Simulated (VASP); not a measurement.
Set up this calculation in VASP 6.6.1, as the native input.

```
Task                   : single point
Functional             : LDA
Potentials or basis    : VASP PAW LDA potentials, release 64 (Hf_pv, O)
Cutoff                 : 520 eV
k mesh                 : 6 × 6 × 3
Occupations            : gaussian, width 0.05 eV
Spin                   : no spin polarisation
Dipole correction      : no
Further INCAR settings : ALGO = Normal; EDIFF = 1e-07; NBANDS = 56
```

The structure of HfO2 lies in POSCAR:

```
HfO2
1.0
   -2.5575000000     -2.5575000000      0.0000000000
    2.5575000000     -2.5575000000      0.0000000000
    0.0000000000      0.0000000000     10.0800000000
Hf O
4 8
Direct
    0.0000000000      0.0000000000      0.9514508929
    0.5000000000      0.5000000000      0.1902901786
    0.0000000000      0.0000000000      0.4440104167
    0.5000000000      0.5000000000      0.6977306548
    0.5000000000      0.0000000000      0.0634300595
    0.0000000000      0.5000000000      0.3171502976
    0.5000000000      0.0000000000      0.5708705357
    0.0000000000      0.5000000000      0.8245907738
    0.5000000000      0.0000000000      0.3171502976
    0.0000000000      0.5000000000      0.5708705357
    0.5000000000      0.0000000000      0.8245907738
    0.0000000000      0.5000000000      0.0634300595
```

One way to write it, as run:

INCAR

```
ALGO = Normal ; EDIFF = 1E-7
ENCUT = 520 ; GGA = CA
ISIF = 2 ; ISMEAR = 0
LASPH = T ; LCHARG = T
LELF = T ; LREAL = F
LVHAR = T ; LWAVE = F
NBANDS = 56 ; NELM = 60
PREC = Accurate ; SIGMA = 0.05
```

KPOINTS

```
k-points
0
Gamma
  6 6 3
```

Potentials or basis: VASP PAW LDA potentials, release 64 (Hf_pv, O).

Launch:

```console
$ cat potpaw_LDA.64/Hf_pv/POTCAR potpaw_LDA.64/O/POTCAR > POTCAR
$ mpirun -np 1 vasp_std > vasp.out
```

It gave:

The pressure is -15.7 GPa. The largest force is 2.346 eV/Å and the band gap on the k mesh is 3.09 eV.

Caveat: spin-orbit coupling is left out, which moves the levels of the heavy elements; forces of over 1 eV/Å act on the atoms, so gaps and moduli don't describe the material at rest.

Wall time 97 s on 1 thread of Intel(R) Xeon(R) 6975P-C (Granite Rapids), with other jobs on the host, peak memory 0.25 GiB.
